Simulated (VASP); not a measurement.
Set up this calculation in VASP 6.6.1, as the native input.

- Task: single point
- Functional: PBE
- Dispersion: D3(BJ)
- Potentials or basis: VASP PAW PBE potentials, release 64 (I)
- Cutoff: 520 eV
- k mesh: 8 × 8 × 4
- Occupations: gaussian, width 0.02 eV
- Spin: no spin polarisation
- Dipole correction: no
- Further INCAR settings: ALGO = Normal; EDIFF = 1e-07; NBANDS = 22

The structure of I lies in POSCAR:

```
I
1.0
    3.8109288492     -2.2738520640      0.0000000000
    3.8109288492      2.2738520640      0.0000000000
    0.0000000000      0.0000000000      9.7136014797
I
4
Direct
    0.8333730886      0.1666269114      0.8779139308
    0.3333730886      0.6666269114      0.6220860692
    0.1666269114      0.8333730886      0.1220860692
    0.6666269114      0.3333730886      0.3779139308
```

The input as run:

INCAR

```
SYSTEM = I
ALGO = Normal
EDIFF = 1E-7
ENCUT = 520
GGA = PE
ISIF = 2
ISMEAR = 0
IVDW = 12
LASPH = .TRUE.
LCHARG = .FALSE.
LREAL = .FALSE.
LWAVE = .FALSE.
NBANDS = 22
NELM = 60
PREC = Accurate
SIGMA = 0.02
```

KPOINTS

```
k-points
0
G
  8 8 4
  0 0 0
```

Potentials or basis: VASP PAW PBE potentials, release 64 (I).

The run is started by

```console
$ cat potpaw_PBE.64/I/POTCAR > POTCAR
$ mpirun -np 1 vasp_std > vasp.out
```

Results of the run:

* Pressure: -0.6 GPa
* Largest force: 0.008 eV/Å
* Band gap on the k mesh: 0.92 eV (least direct gap 1.13 eV)
* Dispersion energy per atom: -0.305 eV

Caveat: spin-orbit coupling is left out, which moves the levels of the heavy elements.

It took 3.4 min on 1 thread of Intel(R) Xeon(R) Platinum 8259CL CPU @ 2.50GHz (Skylake/Cascade Lake), with other jobs on the host, peak memory 0.39 GiB.
